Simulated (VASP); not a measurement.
Runs of VASP 6.6.1 on C. Symmetry: Pm-3m, No. 221, cubic system. Conventional cell: a = 2.620 Å, b = 2.620 Å, c = 2.620 Å, α = 90.00°, β = 90.00°, γ = 90.00°. Within 2.5 Å of C (site symmetry 4/mmm) lie 8 C at 1.85 Å. 

```csv
level,share of exact exchange,gap on the mesh (eV),pressure (GPa)
PBE-based screened hybrid with 20 % exact exchange,0.2,none,-0.4
PBE-based screened hybrid with 30 % exact exchange,0.3,none,(a)
PBE-based screened hybrid with 25 % exact exchange,0.25,none,-2.2
PBE-based screened hybrid with 40 % exact exchange,0.4,none,-7.5
PBE-based screened hybrid with 15 % exact exchange,0.15,none,(b)
PBE-based screened hybrid with 5 % exact exchange,0.05,none,5.0
PBE-based screened hybrid with 10 % exact exchange,0.1,none,3.2
```

Alike in all rows: task single point; potentials or basis VASP PAW PBE potentials, release 64 (C); no spin polarisation; cell as given; k mesh 5 × 5 × 5; cutoff (eV) 520; smearing fermi-dirac 0.05 eV.

**Question.** Estimate the missing entries.

**Answer.** (a) -3.9; (b) 1.4.

Caveats: all runs use coarse meshes; the PAW data sets were made with another functional, which shifts forces and pressure a little.

A gap of «none» marks levels without a gap at the run's occupations.
